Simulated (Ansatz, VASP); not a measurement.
# Li5F: VASP beside Ansatz

Contents of INCAR:

```
PREC     = Accurate       # precision mode
ENCUT    = 600            # plane-wave cutoff, eV
EDIFF    = 1E-7           # SCF threshold, eV
ISMEAR   = 0              # smearing method
SIGMA    = 0.1            # smearing width, eV
LREAL    = False          # projectors in reciprocal space
LASPH    = True           # aspherical terms in the spheres
NELM     = 100            # most SCF steps
ALGO     = Normal         # electronic algorithm
ISIF     = 3              # what is computed and relaxed
LWAVE    = False          # write WAVECAR
LCHARG   = False          # write CHGCAR
GGA      = PE             # functional
IBRION   = 2              # ionic algorithm
NSW      = 100            # ionic steps
EDIFFG   = -0.01          # ionic threshold
```

Contents of KPOINTS:

```
Automatic mesh
0
Gamma
  6 6 12
```

Contents of POSCAR:

```
Li5F
1.0
    5.8289290293      0.0000000000      0.0000000000
    0.0000000000      5.8289290293      0.0000000000
    0.0000000000      0.0000000000      3.4193269841
Li F
5 1
Direct
    0.7731994767      0.7731994767      0.0000000000
    0.2268005233      0.2268005233      0.0000000000
    0.2268005233      0.7731994767      0.0000000000
    0.7731994767      0.2268005233      0.0000000000
    0.5000000000      0.5000000000      0.5000000000
    0.0000000000      0.0000000000      0.0000000000
```

Input for Ansatz:

```yaml
crystal:
  lattice:
    - [5.8289290293, 0.0, 0.0]
    - [0.0, 5.8289290293, 0.0]
    - [0.0, 0.0, 3.4193269841]
  atoms:
    - { symbol: Li, position: [0.7731994767, 0.7731994767, 0.0] }
    - { symbol: Li, position: [0.2268005233, 0.2268005233, 0.0] }
    - { symbol: Li, position: [0.2268005233, 0.7731994767, 0.0] }
    - { symbol: Li, position: [0.7731994767, 0.2268005233, 0.0] }
    - { symbol: Li, position: [0.5, 0.5, 0.5] }
    - { symbol: F, position: [0.0, 0.0, 0.0] }
basis:
  ecutwfc: 420
kpoints:
  mp_grid: { grid: [6, 6, 12] }
hamiltonian:
  xc: pbe
scf:
  occupations: { method: gaussian, width: 0.1 }
output:
  forces: true
  stress: true
  eigenvalues: true
  write_density: true
  write_potential: true
  elf: true
  volumetric_format: npy
relax:
  adjacent_minimum: "off"
  f_tol: 0.01
  max_steps: 80
  cell: { stress_tol: 0.05 }
```

Alike in both runs: task relaxation of cell and atoms; functional PBE; k mesh 6 × 6 × 12; occupations gaussian, width 0.1 eV; no spin polarisation.

```csv
,VASP,Ansatz
version,VASP 6.6.1,Ansatz 0.2.0
potentials or method,"VASP PAW PBE potentials, release 64 (Li_sv, F), cutoff 600 eV","scalar-relativistic, plane waves, PAW"
valence electrons in the cell,22,22
```

Ansatz gave:

- gap on the k mesh at the Fermi level, each at its own relaxed structure (eV): none
- relaxed volume (Å³/atom): 19.23
- relaxed cell length with the largest relative difference (Å): 3.367

Problem. What did VASP give for the same quantities?

Solution. gap on the k mesh at the Fermi level, each at its own relaxed structure (eV): none; relaxed volume (Å³/atom): 18.93; relaxed cell length with the largest relative difference (Å): 3.336.

A gap of «none» marks a metal or a gap that the smearing closes.

Noted on VASP's run: the cutoff is short for stress, so the pressure is rough.
